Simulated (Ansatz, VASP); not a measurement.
**One calculation of Bi2Te3, two programs**

```
Bi Te
1.0
     2.17106    1.25346    9.77805
    -2.17106    1.25346    9.77805
     0.00000   -2.50692    9.77805
Bi Te
2 3
Direct
  0.18800 0.18800 0.18800
  0.59800 0.59800 0.59800
  0.38900 0.38900 0.38900
  0.80000 0.80000 0.80000
  0.00000 0.00000 0.00000
```

Alike in both runs: task single point; functional PBE; k mesh 6 × 6 × 6; occupations fermi-dirac, width 0.1 eV; no spin polarisation.

|  | VASP | Ansatz |
| --- | --- | --- |
| version | VASP 6.6.1 | Ansatz 0.2.0 |
| potentials or method | VASP PAW PBE potentials, release 64 (Bi_d, Te), cutoff 520 eV | plane waves, PAW |
| valence electrons in the cell | 48 | 78 |

Ansatz gave:

```
pressure (GPa)                                                : 4.8
traceless stress, the component that is largest in VASP (GPa) : -0.64
```

Question: What did VASP give for the same quantities?

Answer: Pressure (GPa): 4.7; traceless stress, the component that is largest in VASP (GPa): -0.65.

With one functional, cell and mesh, what is left measures potentials, basis and numerics. VASP's potentials hold 48 valence electrons a cell and Ansatz's 78, so a difference there can come from the potentials and not from the codes.

Spin-orbit coupling is off throughout.
